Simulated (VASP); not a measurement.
Write the native input for VASP 6.6.1 that does the following.

```
Task                   : electric field gradients
Functional             : LDA
Potentials or basis    : VASP PAW LDA potentials, release 64 (Pb_d, O)
Cutoff                 : 520 eV
k mesh                 : 7 × 7 × 6
Occupations            : fermi-dirac, width 0.03 eV
Spin                   : no spin polarisation
Dipole correction      : no
Further INCAR settings : ALGO = Normal; EDIFF = 1e-08; NBANDS = 28
```

The structure of PbO lies in POSCAR:

```
PbO
1.0
    4.0007212969      0.0000000000      0.0000000000
    0.0000000000      4.0007212969      0.0000000000
    0.0000000000      0.0000000000      5.0552592474
Pb O
2 2
Direct
    0.0000000000      0.5000000000      0.2351000000
    0.5000000000      0.0000000000      0.7649000000
    0.0000000000      0.0000000000      0.0000000000
    0.5000000000      0.5000000000      0.0000000000
```

This cell differs from its parent crystal: volume scaled by 1.02.

One way to write it, as run:

INCAR

```
PREC = Accurate ; ENCUT = 520
EDIFF = 1E-8 ; ISMEAR = -1
SIGMA = 0.03 ; LREAL = F
LASPH = T ; NELM = 60
ALGO = Normal ; ISIF = 2
LWAVE = F ; LCHARG = F
GGA = CA ; LEFG = T
NBANDS = 28
```

KPOINTS

```
regular mesh
0
Gamma
  7 7 6
```

Potentials or basis: VASP PAW LDA potentials, release 64 (Pb_d, O).

Launch:

```bash
$ cat potpaw_LDA.64/Pb_d/POTCAR potpaw_LDA.64/O/POTCAR > POTCAR
$ mpirun -np 1 vasp_std > vasp.out
```

It gave:

```json
{"Pressure": "-3.2 GPa", "Largest force": "0.358 eV/Å", "Band gap on the k mesh": "1.47 eV, indirect (least direct gap 2.19 eV)"}
```

Caveat: without QUAD_EFG the Cq values of the log hold for a quadrupole moment of 1 mb, not for the nuclei; spin-orbit coupling is left out, which moves the levels of the heavy elements.

It took 2.5 min on 1 thread of AMD EPYC 7R43 64-Core Processor (Zen 3), on a shared host, peak memory 0.17 GiB.
